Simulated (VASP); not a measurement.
# SiC (F-43m) in VASP: notebook

SiC is run at these levels: r2SCAN; tasks: single point.

Everything below comes from runs of VASP 6.6.1. Logs are shortened: lines on timing, memory, paths and dates and some standing lists are left out, and cuts for length are marked.

**Experimental background.**

From “Insight into the structural, elastic and electronic properties of a new orthorhombic 6O-SiC polytype”, 2020, pmc:7200658, for a bulk crystal of SiC: band gap 2.4 eV (indirect).

How close the calculation comes is told below.

### Step 1. The cell of the first run

The structure is cubic, space group F-43m (No. 216). The conventional cell has a = 4.312 Å, b = 4.312 Å, c = 4.312 Å, α = 90.00°, β = 90.00°, γ = 90.00°. Within 2.5 Å of Si (site symmetry -43m) lie 4 C at 1.87 Å. Within 2.5 Å of C (site symmetry -43m) lie 4 Si at 1.87 Å.

### Step 2. Single point, r2SCAN (volume scaled by 0.97)

POSCAR

```
SiC
1.0
    0.0000000000      2.1561740236      2.1561740236
    2.1561740236      0.0000000000      2.1561740236
    2.1561740236      2.1561740236      0.0000000000
Si C
1 1
Direct
    0.0000000000      0.0000000000      0.0000000000
    0.2500000000      0.2500000000      0.2500000000
```

INCAR.step1

```
SYSTEM = SiC
  ALGO = Normal
  EDIFF = 1E-4
  ENCUT = 520
  GGA = PE
  ISMEAR = 0
  LASPH = .TRUE.
  LCHARG = .FALSE.
  LREAL = .FALSE.
  LWAVE = .TRUE.
  NBANDS = 11
  NELM = 100
  PREC = Accurate
  SIGMA = 0.02
```

INCAR.step2

```
SYSTEM = SiC
  ALGO = Normal
  EDIFF = 1E-7
  ENCUT = 520
  ISIF = 2
  ISMEAR = 0
  ISTART = 1
  LASPH = .TRUE.
  LCHARG = .FALSE.
  LMIXTAU = .TRUE.
  LREAL = .FALSE.
  LWAVE = .FALSE.
  METAGGA = R2SCAN
  NBANDS = 11
  NELM = 100
  PREC = Accurate
  SIGMA = 0.02
```

KPOINTS

```
k-points
0
G
  10 10 10
  0 0 0
```

Potentials or basis: VASP PAW PBE potentials, release 64 (Si, C).

Command:

```bash
> cat potpaw_PBE.64/Si/POTCAR potpaw_PBE.64/C/POTCAR > POTCAR
> cp INCAR.step1 INCAR
> mpirun -np 1 vasp_std > vasp.out
> cp INCAR.step2 INCAR
> mpirun -np 1 vasp_std > vasp.out
```

OUTCAR:

```text
SYSTEM = SiC
   EDIFF = 1E-7
   ENCUT = 520
   ISIF = 2
   ISMEAR = 0
   ISTART = 1
   LASPH = .TRUE.
   LREAL = .FALSE.
   METAGGA = R2SCAN
   NELM = 100
   PREC = Accurate

 ion  position               nearest neighbor table
   1  0.000  0.000  0.000-   2 1.87   2 1.87   2 1.87   2 1.87
   2  0.250  0.250  0.250-   1 1.87   1 1.87   1 1.87   1 1.87

  LATTYP: Found a face centered cubic cell.
 ALAT       =     4.3123480472

  Lattice vectors:

 A1 = (   0.0000000000,   2.1561740236,   2.1561740236)
 A2 = (   2.1561740236,   0.0000000000,   2.1561740236)
 A3 = (   2.1561740236,   2.1561740236,   0.0000000000)

Analysis of symmetry for initial positions (statically):
=====================================================================
 Subroutine PRICEL returns:
 Original cell was already a primitive cell.

 Routine SETGRP: Setting up the symmetry group for a
 face centered cubic supercell.

 Subroutine GETGRP returns: Found 24 space group operations
 (whereof 24 operations were pure point group operations)
 out of a pool of 48 trial point group operations.

The static configuration has the point symmetry T_d .

Analysis of symmetry for dynamics (positions and initial velocities):
=====================================================================
 Subroutine PRICEL returns:
 Original cell was already a primitive cell.

 Routine SETGRP: Setting up the symmetry group for a
 face centered cubic supercell.

 Subroutine GETGRP returns: Found 24 space group operations
 (whereof 24 operations were pure point group operations)
 out of a pool of 48 trial point group operations.

The dynamic configuration has the point symmetry T_d .

 Subroutine INISYM returns: Found 24 space group operations
 (whereof 24 operations are pure point group operations),
 and found     1 'primitive' translations

----------------------------------------------------------------------------------------

                                     Primitive cell

  volume of cell :      20.0485

  direct lattice vectors                    reciprocal lattice vectors
     0.000000000  2.156174024  2.156174024    -0.231892229  0.231892229  0.231892229
     2.156174024  0.000000000  2.156174024     0.231892229 -0.231892229  0.231892229
     2.156174024  2.156174024  0.000000000     0.231892229  0.231892229 -0.231892229

  length of vectors
     3.049290547  3.049290547  3.049290547     0.401649122  0.401649122  0.401649122

  position of ions in fractional coordinates (direct lattice)
     0.000000000  0.000000000  0.000000000
     0.250000000  0.250000000  0.250000000

  ion indices of the primitive-cell ions
   primitive index   ion index
                 1           1
                 2           2

----------------------------------------------------------------------------------------

 KPOINTS: k-points

Automatic generation of k-mesh.
 Grid dimensions read from file:
 generate k-points for:   10   10   10

 Generating k-lattice:

  Cartesian coordinates                     Fractional coordinates (reciprocal lattice)
    -0.023189223  0.023189223  0.023189223     0.100000000  0.000000000  0.000000000
     0.023189223 -0.023189223  0.023189223     0.000000000  0.100000000  0.000000000
     0.023189223  0.023189223 -0.023189223     0.000000000  0.000000000  0.100000000

  Length of vectors
     0.040164912  0.040164912  0.040164912

  Shift w.r.t. Gamma in fractional coordinates (k-lattice)
     0.000000000  0.000000000  0.000000000

 Subroutine IBZKPT returns following result:
 ===========================================

 Found     47 irreducible k-points:

 Following reciprocal coordinates:
            Coordinates               Weight
  0.000000  0.000000  0.000000      1.000000
  0.100000  0.000000  0.000000      8.000000
  0.200000  0.000000  0.000000      8.000000
  0.300000  0.000000  0.000000      8.000000
  0.400000  0.000000  0.000000      8.000000
  0.500000  0.000000  0.000000      4.000000
[... 16 lines left out ...]
  0.300000  0.300000  0.000000      6.000000
  0.400000  0.300000  0.000000     24.000000
 [... further k-points ...]
   k-points           NKPTS =     47   k-points in BZ     NKDIM =     47   number of bands    NBANDS=     11
   number of dos      NEDOS =    301   number of ions     NIONS =      2
   total plane-waves  NPLWV =  13824
   dimension x,y,z NGX =    24 NGY =   24 NGZ =   24
   dimension x,y,z NGXF=    48 NGYF=   48 NGZF=   48
   ions per type =               1   1
   NGX,Y,Z   is equivalent  to a cutoff of  13.08, 13.08, 13.08 a.u.
   NGXF,Y,Z  is equivalent  to a cutoff of  26.17, 26.17, 26.17 a.u.
 SYSTEM =  SiC
   PREC   = accura    normal or accurate (medium, high low for compatibility)
   ISTART =      1    job   : 0-new  1-cont  2-samecut
   ICHARG =      0    charge: 1-file 2-atom 10-const
   ISPIN  =      1    spin polarized calculation?
   LNONCOLLINEAR =      F non collinear calculations
   LSORBIT =      F    spin-orbit coupling
   LASPH  =      T    aspherical Exc in radial PAW
   ENCUT  =  520.0 eV  38.22 Ry    6.18 a.u.   5.67  5.67  5.67*2*pi/ulx,y,z
   NELM   =    100;   NELMIN=  2; NELMDL=  0     # of ELM steps
   EDIFF  = 0.1E-06   stopping-criterion for ELM
   LREAL  =      F    real-space projection
   EDIFFG = 0.1E-05   stopping-criterion for IOM
   NSW    =      0    number of steps for IOM
   IBRION =     -1    ionic relax: 0-MD 1-quasi-New 2-CG
   NFREE  =      0    steps in history (QN), initial steepest desc. (CG)
   ISIF   =      2    stress and relaxation
   ISYM   =      2    0-nonsym 1-usesym 2-fastsym
   POTIM  = 0.5000    time-step for ionic-motion
   TEBEG  =    0.0;   TEEND  =   0.0 temperature during run
   PSTRESS=    0.0 pullay stress
   NELECT =       8.0000    total number of electrons
   NUPDOWN=      -1.0000    fix difference up-down
   EMIN   =  10.00;   EMAX   =-10.00  energy-range for DOS
   EFERMI =   0.00;   METHOD = LEGACY
   ISMEAR =     0;   SIGMA  =   0.02  broadening in eV -4-tet -1-fermi 0-gaus
   EFERMI_NEDOS =   21; number of points for ismear=-14 and -15
   IALGO  =     38    algorithm
   IMIX   =      4    mixing-type and parameters
     AMIX     =   0.40;   BMIX     =  1.00
     AMIX_MAG =   1.60;   BMIX_MAG =  1.00
  volume/ion in A,a.u.               =      10.02        67.65
  Fermi-wavevector in a.u.,A,eV,Ry     =   1.205252  2.277595 19.764247  1.452631
  Thomas-Fermi vector in A             =   2.340953
   LORBIT       =      0    0 simple, 1 ext, 2 COOP (PROOUT), +10 PAW based schemes
   METAGGA = R2SCAN    functional components
   LHFCALC =     F    Hartree Fock is set to
   AEXX    =    0.0000 exact exchange contribution
   IVDW    =     0    specifies the selected vdW correction
   LEPSILON=     F    determine dielectric tensor
   LRPA    =     F    only Hartree local field effects (RPA)
 non-spin polarized calculation
 Gauss-broadening in eV      SIGMA  =   0.02
  energy-cutoff  :      520.00
  volume of cell :       20.05
 maximum number of plane-waves:       549
   NGX = 11   NGY = 11   NGZ = 11

 number of electron       8.0000000 magnetization

 Free energy of the ion-electron system (eV)
  ---------------------------------------------------
  ext. energy  EPLUGINS =         0.00000000
  ---------------------------------------------------
  free energy    TOTEN  =       -19.31365863 eV

  energy without entropy =      -19.31365863  energy(sigma->0) =      -19.31365863

 E-fermi :   8.4646     XC(G=0): -12.0766

 val. band max:        8.3386338030   @ k =   0.0000   0.0000   0.0000
 cond. band min:      10.0427630854   @ k =   0.5000   0.5000   0.0000
 fundamental gap:      1.7041292824
 Fermi energy:         8.4645512742

 k-point     1 :       0.0000    0.0000    0.0000
  band No.  band energies     occupation
      1      -8.0945      2.00000
      2       8.3386      2.00000
      3       8.3386      2.00000
      4       8.3386      2.00000
      5      15.5718      0.00000
      6      16.4272      0.00000
      7      16.4272      0.00000
      8      16.4272      0.00000
      9      23.7440      0.00000
     10      23.7440      0.00000
     11      26.6283      0.00000

 k-point     2 :       0.1000    0.0000    0.0000
  band No.  band energies     occupation
      1      -7.8869      2.00000
      2       7.2857      2.00000
      3       8.1982      2.00000
      4       8.1982      2.00000
      5      15.7666      0.00000
      6      16.6908      0.00000
      7      16.6908      0.00000
      8      16.8259      0.00000
      9      22.7816      0.00000
     10      22.7816      0.00000
     11      26.0206      0.00000

 k-point     3 :       0.2000    0.0000    0.0000
  band No.  band energies     occupation
      1      -7.2743      2.00000
      2       5.0469      2.00000
      3       7.8746      2.00000
      4       7.8746      2.00000
      5      15.4192      0.00000
      6      17.0628      0.00000
      7      17.0628      0.00000
      8      18.2007      0.00000
      9      22.1116      0.00000
     10      22.1116      0.00000
     11      25.0646      0.00000

 k-point     4 :       0.3000    0.0000    0.0000
  band No.  band energies     occupation
      1      -6.2969      2.00000
      2       2.5954      2.00000
      3       7.5398      2.00000
      4       7.5398      2.00000
      5      15.0038      0.00000
      6      16.8613      0.00000
      7      16.8613      0.00000
      8      19.2307      0.00000
      9      23.0720      0.00000
     10      23.0720      0.00000
     11      24.8689      0.00000
[... 239 lines left out ...]
 k-point    22 :      -0.2000    0.2000    0.0000
  band No.  band energies     occupation
      1      -5.9690      2.00000
      2       3.2727      2.00000
      3       4.9558      2.00000
      4       7.6587      2.00000
      5      15.6649      0.00000
      6      17.2947      0.00000
      7      17.5505      0.00000
      8      18.5357      0.00000
      9      20.6733      0.00000
     10      25.1804      0.00000
     11      28.9601      0.00000

 k-point    23 :       0.3000    0.3000    0.0000
  band No.  band energies     occupation
      1      -5.6869      2.00000
      2       3.7603      2.00000
      3       5.8238      2.00000
      4       5.8238      2.00000
      5      12.0186      0.00000
      6      14.6194      0.00000
      7      21.0599      0.00000
      8      21.0599      0.00000
      9      22.1081      0.00000
     10      26.5613      0.00000
     11      31.6449      0.00000

 k-point    24 :       0.4000    0.3000    0.0000
  band No.  band energies     occupation
      1      -4.7735      2.00000
      2       2.4654      2.00000
      3       5.0049      2.00000
      4       5.5436      2.00000
      5      11.6698      0.00000
      6      14.6456      0.00000
      7      21.2047      0.00000
      8      21.4624      0.00000
      9      23.5880      0.00000
     10      27.7380      0.00000
     11      31.3417      0.00000

 [... further k-points ...]

------------------------ aborting loop because EDIFF is reached ----------------------------------------

  FORCE on cell =-STRESS in cart. coord.  units (eV):
  Direction    XX          YY          ZZ          XY          YZ          ZX
  --------------------------------------------------------------------------------------
  -------------------------------------------------------------------------------------
  Total        0.8916952      0.8916952      0.8916952      0.0000000     -0.0000000      0.0000000
  in kB       71.2599594     71.2599594     71.2599594      0.0000000     -0.0000000      0.0000000
  external PRESSURE =      71.2599594 kB  Pullay stress =       0.0000000 kB

 VOLUME and BASIS-vectors are now :
 -----------------------------------------------------------------------------
  energy-cutoff  :      520.00
  volume of cell :       20.05
      direct lattice vectors                 reciprocal lattice vectors
     0.000000000  2.156174024  2.156174024    -0.231892229  0.231892229  0.231892229
     2.156174024  0.000000000  2.156174024     0.231892229 -0.231892229  0.231892229
     2.156174024  2.156174024  0.000000000     0.231892229  0.231892229 -0.231892229

 POSITION                                       TOTAL-FORCE (eV/Angst)
 -----------------------------------------------------------------------------------
      0.00000      0.00000      0.00000        -0.000000     -0.000000     -0.000000
      1.07809      1.07809      1.07809         0.000000      0.000000      0.000000
 -----------------------------------------------------------------------------------
    total drift:                               -0.000001     -0.000001     -0.000001

  FREE ENERGIE OF THE ION-ELECTRON SYSTEM (eV)
  ---------------------------------------------------
  free  energy   TOTEN  =       -19.3136586270 eV

  energy  without entropy=      -19.3136586270  energy(sigma->0) =      -19.31365863
```

Run time: 25 s. Hardware: 1 thread of Intel Xeon 6975P-C (Granite Rapids), shared host; peak memory 0.14 GiB.

Results:

- Free energy: -19.3137 eV
- Pressure: 7.1 GPa
- Band gap on the k mesh: 1.70 eV, indirect (least direct gap 5.10 eV)

Levels at points of the mesh, in eV from the valence-band top:
| k point | band 2 | band 3 | band 4 | band 5 | band 6 | band 7 |
| --- | --- | --- | --- | --- | --- | --- |
| (0.00, 0.00, 0.00) | 0.00 | 0.00 | 0.00 | 7.23 | 8.09 | 8.09 |
| (0.50, 0.00, 0.00) | -8.99 | -1.11 | -1.11 | 6.30 | 7.89 | 7.89 |
| (0.50, 0.50, 0.00) | -8.15 | -3.39 | -3.39 | 1.70 | 4.95 | 15.53 |

Caveat: the cell differs from its parent crystal (volume scaled by 0.97); the PAW data sets were made with another functional, which shifts forces and pressure a little. A k mesh can miss the band edges.

### Step 3. Single point, r2SCAN

This run uses another cell than the first one, of 10.33 Å³/atom, 1.031 times its volume.

POSCAR

```
SiC
1.0
    0.0000000000      2.1781773191      2.1781773191
    2.1781773191      0.0000000000      2.1781773191
    2.1781773191      2.1781773191      0.0000000000
Si C
1 1
Direct
    0.0000000000      0.0000000000      0.0000000000
    0.2500000000      0.2500000000      0.2500000000
```

INCAR.step1

```
ALGO = Normal ; EDIFF = 1E-4
ENCUT = 520 ; GGA = PE
ISMEAR = 0 ; LASPH = True
LCHARG = False ; LREAL = False
LWAVE = True ; NBANDS = 11
NELM = 80 ; PREC = Accurate
SIGMA = 0.02
```

INCAR.step2

```
ALGO = Normal ; EDIFF = 1E-7
ENCUT = 520 ; ISIF = 2
ISMEAR = 0 ; ISTART = 1
LASPH = True ; LCHARG = False
LMIXTAU = True ; LREAL = False
LWAVE = False ; METAGGA = R2SCAN
NBANDS = 11 ; NELM = 80
PREC = Accurate ; SIGMA = 0.02
```

KPOINTS

```
k-points
0
Gamma
  10 10 10
```

Potentials or basis: VASP PAW PBE potentials, release 64 (Si, C).

Command:

```bash
> cat potpaw_PBE.64/Si/POTCAR potpaw_PBE.64/C/POTCAR > POTCAR
> cp INCAR.step1 INCAR
> mpirun -np 1 vasp_std > vasp.out
> cp INCAR.step2 INCAR
> mpirun -np 1 vasp_std > vasp.out
```

Wall time 22 s (1 thread of Intel Xeon 6975P-C (Granite Rapids), shared host); peak memory 0.14 GiB.

The run converged. Its results:

```
Free energy            : -19.3270 eV
Pressure               : -0.2 GPa
Band gap on the k mesh : 1.72 eV, indirect (least direct gap 5.06 eV)
```

Levels at points of the mesh, in eV from the valence-band top:
| k point | band 1 | band 2 | band 3 | band 4 | band 5 | band 6 | band 7 | band 8 |
| --- | --- | --- | --- | --- | --- | --- | --- | --- |
| (0.00, 0.00, 0.00) | -16.19 | 0.00 | 0.00 | 0.00 | 6.85 | 7.86 | 7.86 | 7.86 |
| (0.50, 0.00, 0.00) | -12.56 | -8.82 | -1.11 | -1.11 | 6.00 | 7.76 | 7.76 | 10.96 |
| (0.50, 0.50, 0.00) | -11.10 | -8.05 | -3.34 | -3.34 | 1.72 | 4.83 | 15.14 | 15.14 |

Caveat: the PAW data sets were made with another functional, which shifts forces and pressure a little.

### Step 4. Comparison with measurements

Step 3. Against the measured gap of SiC, 2.4 eV (indirect; quoted in “Insight into the structural, elastic and electronic properties of a new orthorhombic 6O-SiC polytype”, 2020, pmc:7200658), the calculated 1.72 eV is off by -0.68 eV. The value is that of r2SCAN on a finite k mesh, which can miss the band edges, without temperature or zero-point motion.
